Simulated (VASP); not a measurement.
# MgS: single point with HSE06

Crystal: MgS.

```
CELL_PARAMETERS angstrom
0.00000 2.60152 2.60152
2.65407 0.00000 2.60152
2.65407 2.60152 0.00000
ATOMIC_POSITIONS crystal
Mg 0.00000 0.00000 0.00000
S 0.50000 0.50000 0.50000
```

This cell differs from its parent crystal: uniaxial x strain +2.0%.

| Item | Value |
| --- | --- |
| Program | VASP 6.6.1 |
| Task | single point |
| Functional | HSE06 |
| Potentials or basis | VASP PAW PBE potentials, release 64 (Mg, S) |
| Cutoff | 520 eV |
| k mesh | 6 × 6 × 6 |
| Occupations | gaussian, width 0.01 eV |
| Spin | no spin polarisation |

The pressure is -2.1 GPa and the band gap on the k mesh is 3.61 eV (least direct gap 4.57 eV).

Stress tensor (GPa, compression positive):
```
-3.32  0.00  0.00
 0.00 -1.56  0.00
 0.00  0.00 -1.56
```

Levels at points of the mesh, in eV from the valence-band top:
| k point | band 1 | band 2 | band 3 | band 4 | band 5 | band 6 | band 7 | band 8 | band 9 |
| --- | --- | --- | --- | --- | --- | --- | --- | --- | --- |
| (0.00, 0.00, 0.00) | -13.91 | -0.09 | -0.09 | 0.00 | 4.57 | 8.91 | 9.12 | 9.12 | 11.45 |
| (0.50, 0.00, 0.00) | -12.53 | -5.22 | -0.71 | -0.65 | 5.45 | 7.86 | 8.07 | 11.31 | 13.33 |
| (0.50, 0.50, 0.00) | -12.11 | -4.54 | -1.98 | -1.79 | 3.61 | 5.31 | 13.32 | 14.22 | 14.31 |
| (0.00, 0.50, 0.50) | -12.19 | -4.56 | -1.80 | -1.80 | 3.72 | 5.38 | 13.11 | 14.18 | 14.73 |

Run time: 16 min on 1 thread of Intel(R) Xeon(R) 6975P-C (Granite Rapids), with other jobs on the host, peak memory 0.28 GiB.

Caveat: the cell differs from its parent crystal (uniaxial x strain +2.0%); the PAW data sets were made with another functional, which shifts forces and pressure a little. A k mesh can miss the band edges.
